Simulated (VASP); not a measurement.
# Pt: single point with PBEsol

Crystal: Pt.

```
CELL_PARAMETERS angstrom
2.74380 0.00000 0.00000
-1.37190 2.37620 0.00000
0.00000 0.00000 5.05038
ATOMIC_POSITIONS crystal
Pt 0.66667 0.33333 0.75000
Pt 0.33333 0.66667 0.25000
```

This cell differs from its parent crystal: strained.

```
Program                : VASP 6.6.1
Task                   : single point
Functional             : PBEsol
Potentials or basis    : VASP PAW PBE potentials, release 64 (Pt)
Cutoff                 : 520 eV
k mesh                 : 15 × 15 × 8
Occupations            : gaussian, width 0.1 eV
Spin                   : no spin polarisation
Dipole correction      : no
Further INCAR settings : ALGO = Fast; EDIFF = 1e-07; NBANDS = 17
```

```
Pressure               : -17.1 GPa
Band gap on the k mesh : zero (band 10 reaches 10.03 eV, above the bottom of band 11 at 8.83 eV)
```

Stress tensor (GPa, compression positive):
```
-14.68   0.00   0.00
  0.00 -14.68   0.00
  0.00   0.00 -21.92
```

Levels at points of the mesh, in eV from the Fermi level:
```tsv
k point	band 7	band 8	band 9	band 10	band 11	band 12	band 13	band 14
(0.00, 0.00, 0.00)	-2.97	-1.27	-1.27	-0.90	-0.11	-0.11	3.73	14.65
(0.00, 0.00, 0.50)	-3.18	-3.18	-0.58	-0.58	-0.58	-0.58	10.37	10.37
```

Wall time 28 s on 1 thread of Intel(R) Xeon(R) 6975P-C (Granite Rapids) (shared host), peak memory 0.18 GiB.

Caveat: the cell differs from its parent crystal (strained); the PAW data sets were made with another functional, which shifts forces and pressure a little; spin-orbit coupling is left out, which moves the levels of the heavy elements.
